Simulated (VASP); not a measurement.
Set up this calculation in VASP 6.6.1, as the native input.

```
Task                   : relaxation of cell and atoms
Functional             : PBE
Potentials or basis    : VASP PAW PBE potentials, release 64 (Sr_sv, Ti_sv, O)
Cutoff                 : 600 eV
k mesh                 : 6 × 6 × 6
Occupations            : fermi-dirac, width 0.02 eV
Spin                   : no spin polarisation
Dipole correction      : no
Further INCAR settings : ALGO = Normal; EDIFF = 1e-06; IBRION = 2; EDIFFG = -0.005; NSW = 80; ISIF = 3
```

The structure of SrTiO3 lies in POSCAR:

```
SrTiO3
1.0
    3.9127013100      0.0000000000      0.0000000000
    0.0000000000      3.9127013100      0.0000000000
    0.0000000000      0.0000000000      3.9127013100
Sr Ti O
1 1 3
Direct
    0.0000000000      0.0000000000      0.0000000000
    0.5000000000      0.5000000000      0.5000000000
    0.5000000000      0.0000000000      0.5000000000
    0.5000000000      0.5000000000      0.0000000000
    0.0000000000      0.5000000000      0.5000000000
```

These files were run (other wordings do the same):

INCAR

```
SYSTEM = SrTiO3
ALGO = Normal
EDIFF = 1E-6
EDIFFG = -0.005
ENCUT = 600
GGA = PE
IBRION = 2
ISIF = 3
ISMEAR = -1
LASPH = .TRUE.
LCHARG = .FALSE.
LREAL = .FALSE.
LWAVE = .FALSE.
NELM = 80
NSW = 80
PREC = Accurate
SIGMA = 0.02
```

KPOINTS

```
k-points
0
G
  6 6 6
  0 0 0
```

Potentials or basis: VASP PAW PBE potentials, release 64 (Sr_sv, Ti_sv, O).

Command:

```console
$ cat potpaw_PBE.64/Sr_sv/POTCAR potpaw_PBE.64/Ti_sv/POTCAR potpaw_PBE.64/O/POTCAR > POTCAR
$ mpirun -np 1 vasp_std > vasp.out
```

Results of the run:

```yaml
Relaxed_volume: 12.23 Å³/atom
Relaxed_cell: a = 3.940 Å, b = 3.940 Å, c = 3.940 Å, α = 90.00°, β = 90.00°, γ = 90.00°
Space_group_after_relaxing_to_0.05_Å: Pm-3m (No. 221)
Energy_gained_by_relaxing: 2.8 meV/atom
Ionic_steps: 3
Pressure_after_relaxing: 0.0 GPa
Band_gap_on_the_k_mesh: 1.81 eV, indirect (least direct gap 2.18 eV)
```

Run time: 66 s on 1 thread of AMD EPYC 7R13 Processor (Zen 3), on a shared host, peak memory 0.18 GiB.
